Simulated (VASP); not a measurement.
# BP (Pm-3m) in VASP: notebook

Aim: see how the results for BP move with the level of theory and the settings. Levels: LDA, PBE. Tasks: single point.

All numbers are computed with VASP 6.6.1; they aren't measurements. Logs are shortened: lines on timing, memory, paths and dates and some standing lists are left out, and cuts for length are marked.

## Step 1: The cell of the first run

Symmetry: Pm-3m, No. 221, cubic system. Conventional cell: a = 2.716 Å, b = 2.716 Å, c = 2.716 Å, α = 90.00°, β = 90.00°, γ = 90.00°. B (site symmetry m-3m) has 8 P at 2.35 Å and 6 B at 2.72 Å within 3.1 Å. Within 3.1 Å of P (site symmetry m-3m) lie 8 B at 2.35 Å and 6 P at 2.72 Å.

## Step 2: Single point, LDA

The input, INCAR:

```
SYSTEM = BP
PREC = Accurate
ENCUT = 500
EDIFF = 1E-6
ISMEAR = 0
SIGMA = 0.1
LREAL = .FALSE.
LASPH = .TRUE.
NELM = 120
ALGO = Normal
ISIF = 2
LWAVE = .FALSE.
LCHARG = .FALSE.
GGA = CA
NBANDS = 11
GGA_COMPAT = .FALSE.
```

The input, KPOINTS:

```
regular mesh
0
G
  20 20 20
  0 0 0
```

The input, POSCAR:

```
BP
1.0
    2.7164797416      0.0000000000      0.0000000000
    0.0000000000      2.7164797416      0.0000000000
    0.0000000000      0.0000000000      2.7164797416
B P
1 1
Direct
    0.5000000000      0.5000000000      0.5000000000
    0.0000000000      0.0000000000      0.0000000000
```

Potentials or basis: VASP PAW LDA potentials, release 64 (B, P).

Run with:

```console
cat potpaw_LDA.64/B/POTCAR potpaw_LDA.64/P/POTCAR > POTCAR
mpirun -np 1 vasp_std > vasp.out
```

OUTCAR:

```text
SYSTEM = BP
   PREC = Accurate
   ENCUT = 500
   EDIFF = 1E-6
   ISMEAR = 0
   LREAL = .FALSE.
   LASPH = .TRUE.
   NELM = 120
   ISIF = 2
   GGA = CA

 ion  position               nearest neighbor table
   1  0.500  0.500  0.500-   2 2.35   2 2.35   2 2.35   2 2.35   2 2.35   2 2.35   2 2.35   2 2.35

   2  0.000  0.000  0.000-   1 2.35   1 2.35   1 2.35   1 2.35   1 2.35   1 2.35   1 2.35   1 2.35

  LATTYP: Found a simple cubic cell.
 ALAT       =     2.7164797416

  Lattice vectors:

 A1 = (   2.7164797416,   0.0000000000,   0.0000000000)
 A2 = (   0.0000000000,   2.7164797416,   0.0000000000)
 A3 = (   0.0000000000,   0.0000000000,   2.7164797416)

Analysis of symmetry for initial positions (statically):
=====================================================================
 Subroutine PRICEL returns:
 Original cell was already a primitive cell.

 Routine SETGRP: Setting up the symmetry group for a
 simple cubic supercell.

 Subroutine GETGRP returns: Found 48 space group operations
 (whereof 48 operations were pure point group operations)
 out of a pool of 48 trial point group operations.

The static configuration has the point symmetry O_h .

Analysis of symmetry for dynamics (positions and initial velocities):
=====================================================================
 Subroutine PRICEL returns:
 Original cell was already a primitive cell.

 Routine SETGRP: Setting up the symmetry group for a
 simple cubic supercell.

 Subroutine GETGRP returns: Found 48 space group operations
 (whereof 48 operations were pure point group operations)
 out of a pool of 48 trial point group operations.

The dynamic configuration has the point symmetry O_h .

 Subroutine INISYM returns: Found 48 space group operations
 (whereof 48 operations are pure point group operations),
 and found     1 'primitive' translations

----------------------------------------------------------------------------------------

                                     Primitive cell

  volume of cell :      20.0456

  direct lattice vectors                    reciprocal lattice vectors
     2.716479742  0.000000000  0.000000000     0.368123489  0.000000000  0.000000000
     0.000000000  2.716479742  0.000000000     0.000000000  0.368123489  0.000000000
     0.000000000  0.000000000  2.716479742     0.000000000  0.000000000  0.368123489

  length of vectors
     2.716479742  2.716479742  2.716479742     0.368123489  0.368123489  0.368123489

  position of ions in fractional coordinates (direct lattice)
     0.500000000  0.500000000  0.500000000
     0.000000000  0.000000000  0.000000000

  ion indices of the primitive-cell ions
   primitive index   ion index
                 1           1
                 2           2

----------------------------------------------------------------------------------------

 KPOINTS: regular mesh

Automatic generation of k-mesh.
 Grid dimensions read from file:
 generate k-points for:   20   20   20

 Generating k-lattice:

  Cartesian coordinates                     Fractional coordinates (reciprocal lattice)
     0.018406174  0.000000000  0.000000000     0.050000000  0.000000000  0.000000000
     0.000000000  0.018406174  0.000000000     0.000000000  0.050000000  0.000000000
     0.000000000  0.000000000  0.018406174     0.000000000  0.000000000  0.050000000

  Length of vectors
     0.018406174  0.018406174  0.018406174

  Shift w.r.t. Gamma in fractional coordinates (k-lattice)
     0.000000000  0.000000000  0.000000000

 Subroutine IBZKPT returns following result:
 ===========================================

 Found    286 irreducible k-points:

 Following reciprocal coordinates:
            Coordinates               Weight
  0.000000  0.000000  0.000000      1.000000
  0.050000  0.000000  0.000000      6.000000
  0.100000  0.000000  0.000000      6.000000
  0.150000  0.000000  0.000000      6.000000
  0.200000  0.000000  0.000000      6.000000
  0.250000  0.000000  0.000000      6.000000
[... 16 lines left out ...]
  0.150000  0.100000  0.000000     24.000000
  0.200000  0.100000  0.000000     24.000000
 [... further k-points ...]
   k-points           NKPTS =    286   k-points in BZ     NKDIM =    286   number of bands    NBANDS=     11
   number of dos      NEDOS =    301   number of ions     NIONS =      2
   total plane-waves  NPLWV =   8000
   dimension x,y,z NGX =    20 NGY =   20 NGZ =   20
   dimension x,y,z NGXF=    40 NGYF=   40 NGZF=   40
   ions per type =               1   1
   NGX,Y,Z   is equivalent  to a cutoff of  12.24, 12.24, 12.24 a.u.
   NGXF,Y,Z  is equivalent  to a cutoff of  24.48, 24.48, 24.48 a.u.
 SYSTEM =  BP
   PREC   = accura    normal or accurate (medium, high low for compatibility)
   ISTART =      0    job   : 0-new  1-cont  2-samecut
   ICHARG =      2    charge: 1-file 2-atom 10-const
   ISPIN  =      1    spin polarized calculation?
   LNONCOLLINEAR =      F non collinear calculations
   LSORBIT =      F    spin-orbit coupling
   LASPH  =      T    aspherical Exc in radial PAW
   ENCUT  =  500.0 eV  36.75 Ry    6.06 a.u.   4.95  4.95  4.95*2*pi/ulx,y,z
   NELM   =    120;   NELMIN=  2; NELMDL= -5     # of ELM steps
   EDIFF  = 0.1E-05   stopping-criterion for ELM
   LREAL  =      F    real-space projection
   EDIFFG = 0.1E-04   stopping-criterion for IOM
   NSW    =      0    number of steps for IOM
   IBRION =     -1    ionic relax: 0-MD 1-quasi-New 2-CG
   NFREE  =      0    steps in history (QN), initial steepest desc. (CG)
   ISIF   =      2    stress and relaxation
   ISYM   =      2    0-nonsym 1-usesym 2-fastsym
   POTIM  = 0.5000    time-step for ionic-motion
   TEBEG  =    0.0;   TEEND  =   0.0 temperature during run
   PSTRESS=    0.0 pullay stress
   NELECT =       8.0000    total number of electrons
   NUPDOWN=      -1.0000    fix difference up-down
   EMIN   =  10.00;   EMAX   =-10.00  energy-range for DOS
   EFERMI =   0.00;   METHOD = LEGACY
   ISMEAR =     0;   SIGMA  =   0.10  broadening in eV -4-tet -1-fermi 0-gaus
   EFERMI_NEDOS =   21; number of points for ismear=-14 and -15
   IALGO  =     38    algorithm
   IMIX   =      4    mixing-type and parameters
     AMIX     =   0.40;   BMIX     =  1.00
     AMIX_MAG =   1.60;   BMIX_MAG =  1.00
  volume/ion in A,a.u.               =      10.02        67.64
  Fermi-wavevector in a.u.,A,eV,Ry     =   1.205309  2.277704 19.766129  1.452769
  Thomas-Fermi vector in A             =   2.341009
   LORBIT       =      0    0 simple, 1 ext, 2 COOP (PROOUT), +10 PAW based schemes
   GGA     = CA    functional components
   LHFCALC =     F    Hartree Fock is set to
   AEXX    =    0.0000 exact exchange contribution
   IVDW    =     0    specifies the selected vdW correction
   LEPSILON=     F    determine dielectric tensor
   LRPA    =     F    only Hartree local field effects (RPA)
 non-spin polarized calculation
 Gauss-broadening in eV      SIGMA  =   0.10
  energy-cutoff  :      500.00
  volume of cell :       20.05
 maximum number of plane-waves:       536
 NGX is ok and might be reduce to    20
   NGX =  9   NGY =  9   NGZ =  9

 number of electron       7.9999998 magnetization

 Free energy of the ion-electron system (eV)
  ---------------------------------------------------
  ext. energy  EPLUGINS =         0.00000000
  ---------------------------------------------------
  free energy    TOTEN  =       -10.75670014 eV

  energy without entropy =      -10.75155556  energy(sigma->0) =      -10.75412785

 E-fermi :  10.0977     XC(G=0): -12.1442

 val. band max:       10.0827653276   @ k =   0.4500   0.4500   0.2500
 cond. band min:      10.1074595016   @ k =   0.4000   0.3000   0.3000
 fundamental gap:      0.0246941741
 Fermi energy:        10.0977320655

 k-point     1 :       0.0000    0.0000    0.0000
  band No.  band energies     occupation
      1      -6.9695      2.00000
      2       8.9945      2.00000
      3       8.9945      2.00000
      4       8.9945      2.00000
      5      12.3143      0.00000
      6      14.5441      0.00000
      7      14.5441      0.00000
      8      20.7612      0.00000
      9      20.7612      0.00000
     10      20.7612      0.00000
     11      28.0400      0.00000

 k-point     2 :       0.0500    0.0000    0.0000
  band No.  band energies     occupation
      1      -6.9243      2.00000
      2       8.4700      2.00000
      3       9.0377      2.00000
      4       9.0377      2.00000
      5      12.4887      0.00000
      6      14.5890      0.00000
      7      14.9886      0.00000
      8      20.6116      0.00000
      9      20.6116      0.00000
     10      20.6751      0.00000
     11      28.0271      0.00000

 k-point     3 :       0.1000    0.0000    0.0000
  band No.  band energies     occupation
      1      -6.7889      2.00000
      2       7.3298      2.00000
      3       9.1670      2.00000
      4       9.1670      2.00000
      5      12.7431      0.00000
      6      14.7233      0.00000
      7      16.1485      0.00000
      8      20.1823      0.00000
      9      20.1823      0.00000
     10      20.4368      0.00000
     11      28.0090      0.00000

 k-point     4 :       0.1500    0.0000    0.0000
  band No.  band energies     occupation
      1      -6.5639      2.00000
      2       6.0134      2.00000
      3       9.3822      2.00000
      4       9.3822      2.00000
      5      12.9700      0.00000
      6      14.9450      0.00000
      7      17.6389      0.00000
      8      19.5254      0.00000
      9      19.5254      0.00000
     10      20.1266      0.00000
     11      28.0311      0.00000
[... 239 lines left out ...]
 k-point    22 :       0.1000    0.1000    0.0000
  band No.  band energies     occupation
      1      -6.6082      2.00000
      2       7.4706      2.00000
      3       7.5322      2.00000
      4       9.3390      2.00000
      5      13.2922      0.00000
      6      15.7832      0.00000
      7      16.7191      0.00000
      8      19.1703      0.00000
      9      19.7754      0.00000
     10      20.6105      0.00000
     11      26.9074      0.00000

 k-point    23 :       0.1500    0.1000    0.0000
  band No.  band energies     occupation
      1      -6.3830      2.00000
      2       6.1838      2.00000
      3       7.7174      2.00000
      4       9.5534      2.00000
      5      13.5565      0.00000
      6      16.1728      0.00000
      7      17.8530      0.00000
      8      18.4975      0.00000
      9      19.2668      0.00000
     10      20.4967      0.00000
     11      26.5336      0.00000

 k-point    24 :       0.2000    0.1000    0.0000
  band No.  band energies     occupation
      1      -6.0695      2.00000
      2       4.8489      2.00000
      3       8.0164      2.00000
      4       9.8525      1.99948
      5      13.8207      0.00000
      6      16.3523      0.00000
      7      17.5388      0.00000
      8      18.5811      0.00000
      9      19.2889      0.00000
     10      20.6018      0.00000
     11      26.3655      0.00000

 [... further k-points ...]
[... 5 lines left out ...]
  --------------------------------------------------------------------------------------
  -------------------------------------------------------------------------------------
  Total       -0.6935460     -0.6935460     -0.6935460      0.0000000      0.0000000      0.0000000
  in kB      -55.4327557    -55.4327557    -55.4327557      0.0000000      0.0000000      0.0000000
  external PRESSURE =     -55.4327557 kB  Pullay stress =       0.0000000 kB

 VOLUME and BASIS-vectors are now :
 -----------------------------------------------------------------------------
  energy-cutoff  :      500.00
  volume of cell :       20.05
      direct lattice vectors                 reciprocal lattice vectors
     2.716479742  0.000000000  0.000000000     0.368123489  0.000000000  0.000000000
     0.000000000  2.716479742  0.000000000     0.000000000  0.368123489  0.000000000
     0.000000000  0.000000000  2.716479742     0.000000000  0.000000000  0.368123489

 POSITION                                       TOTAL-FORCE (eV/Angst)
 -----------------------------------------------------------------------------------
      1.35824      1.35824      1.35824         0.000000      0.000000      0.000000
      0.00000      0.00000      0.00000         0.000000      0.000000      0.000000
 -----------------------------------------------------------------------------------
    total drift:                                0.000000      0.000000      0.000000

  FREE ENERGIE OF THE ION-ELECTRON SYSTEM (eV)
  ---------------------------------------------------
  free  energy   TOTEN  =       -10.7567001396 eV

  energy  without entropy=      -10.7515555649  energy(sigma->0) =      -10.75412785
```

Run time: 52 s. Hardware: 1 thread of AMD EPYC 7R13, shared host; peak memory 0.13 GiB.

What came out:

```
Free energy            : -10.7567 eV
Pressure               : -5.5 GPa
Band gap on the k mesh : zero (band 4 reaches 12.94 eV, above the bottom of band 5 at 6.80 eV)
```

Levels at points of the mesh, in eV from the Fermi level:
| k point | band 1 | band 2 | band 3 | band 4 | band 5 | band 6 | band 7 | band 8 | band 9 |
| --- | --- | --- | --- | --- | --- | --- | --- | --- | --- |
| (0.00, 0.00, 0.00) | -17.07 | -1.10 | -1.10 | -1.10 | 2.22 | 4.45 | 4.45 | 10.66 | 10.66 |
| (0.50, 0.00, 0.00) | -13.43 | -11.35 | 2.84 | 2.84 | 3.37 | 3.37 | 4.98 | 6.25 | 7.48 |
| (0.50, 0.50, 0.00) | -9.31 | -8.06 | -8.06 | -5.93 | 5.02 | 5.42 | 8.26 | 8.26 | 11.73 |
| (0.50, 0.50, 0.50) | -5.64 | -3.74 | -3.74 | -3.74 | -3.07 | -3.07 | -3.07 | -1.43 | 20.66 |

[end of part 1 of 2]
